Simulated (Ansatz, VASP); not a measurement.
Two plane-wave programs on HfO2

```xyz
3
Lattice="0.0000 2.5912 2.5912 2.5912 0.0000 2.5912 2.5912 2.5912 0.0000" Properties=species:S:1:pos:R:3 pbc="T T T"
Hf    0.0000    0.0000    0.0000
O     3.8867    3.8867    3.8867
O     1.2956    1.2956    1.2956
```

Alike in both runs: task single point; functional PBEsol; k mesh 9 × 9 × 9; occupations fermi-dirac, width 0.05 eV; non-collinear spin, spin-orbit coupling.

|  | VASP | Ansatz |
| --- | --- | --- |
| version | VASP 6.6.1 | Ansatz 0.2.0 |
| potentials or method | VASP PAW PBE potentials, release 64 (Hf_pv, O) | Ansatz PAW |
| plane-wave cutoff (eV) | 520 | 420 |
| valence electrons in the cell | 22 | 38 |

Ansatz gave:

* pressure (GPa): -18.3
* net moment per atom (μB): 0.00

Task: Which values does VASP return?

Result: Pressure (GPa): -21.1; net moment per atom (μB): 0.00.

VASP's potentials were made for PBE, not for PBEsol. VASP's potentials hold 22 valence electrons a cell and Ansatz's 38, so a difference there can come from the potentials and not from the codes.

Noted on Ansatz's run: odd divisions of the mesh miss points on the zone boundary, where band edges often lie, so the gap on the mesh can be too wide.
